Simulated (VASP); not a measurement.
Set up this calculation in VASP 6.6.1, as the native input.

```yaml
Task: single point
Functional: PBEsol
Potentials_or_basis: VASP PAW PBE potentials, release 64 (F)
Cutoff: 520 eV
k_mesh: 18 × 18 × 10
Occupations: fermi-dirac, width 0.1 eV
Spin: no spin polarisation
Dipole_correction: no
Further_INCAR_settings: ALGO = Normal; EDIFF = 1e-06; NBANDS = 14
```

The structure of F lies in POSCAR:

```
F
1.0
    2.3551009578      0.0000000000      0.0000000000
   -1.1775504789      2.0395772579      0.0000000000
    0.0000000000      0.0000000000      2.8577055176
F
2
Direct
    0.3333333333      0.6666666667      0.2500000000
    0.6666666667      0.3333333333      0.7500000000
```

One way to write it, as run:

INCAR

```
SYSTEM = F
ALGO = Normal
EDIFF = 1E-6
ENCUT = 520
GGA = PS
ISIF = 2
ISMEAR = -1
LASPH = .True.
LCHARG = .False.
LREAL = .False.
LWAVE = .False.
NBANDS = 14
NELM = 60
PREC = Accurate
SIGMA = 0.1
```

KPOINTS

```
k-points
0
Gamma
  18 18 10
  0 0 0
```

Potentials or basis: VASP PAW PBE potentials, release 64 (F).

Command:

```console
$ cat potpaw_PBE.64/F/POTCAR > POTCAR
$ mpirun -np 1 vasp_std > vasp.out
```

Results of the run:

```json
{
  "Pressure": "51.8 GPa",
  "Band gap on the k mesh": "zero (bands 7 and 8 overlap by 1.90 eV)"
}
```

Caveat: the cell stands under pressure; the PAW data sets were made with another functional, which shifts forces and pressure a little.

Run time: 31 s on 1 thread of Intel Xeon 8259CL, on a shared host, peak memory 0.14 GiB.
